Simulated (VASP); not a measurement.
A run of VASP 6.6.1:

INCAR

```
ALGO = Fast
EDIFF = 1E-6
ENCUT = 520
GGA = PS
ISIF = 2
ISMEAR = 0
LASPH = True
LCHARG = True
LELF = True
LREAL = False
LVHAR = True
LWAVE = False
NBANDS = 12
NELM = 100
PREC = Accurate
SIGMA = 0.15
```

The input KPOINTS:

```
k-points
0
Gamma
  22 22 22
```

Contents of POSCAR:

```
Au
1.0
   -1.8370007372      1.6620482860      1.6620482860
    1.6620482860     -1.8370007372      1.6620482860
    1.6620482860      1.6620482860     -1.8370007372
Au
1
Direct
    0.0000000000      0.0000000000      0.0000000000
```

Potentials or basis: VASP PAW PBE potentials, release 64 (Au).

The run is started by

```console
$ cat potpaw_PBE.64/Au/POTCAR > POTCAR
$ mpirun -np 1 vasp_std > vasp.out
```

Hardware: 1 thread of Intel Xeon 8259CL (shared host).

Problem. Estimate the wall time of this run.

Solution. It took 4.4 min on 1 thread of Intel Xeon 8259CL, with other jobs on the host, peak memory 0.33 GiB. Counts: scf iterations 12, k points 1024.
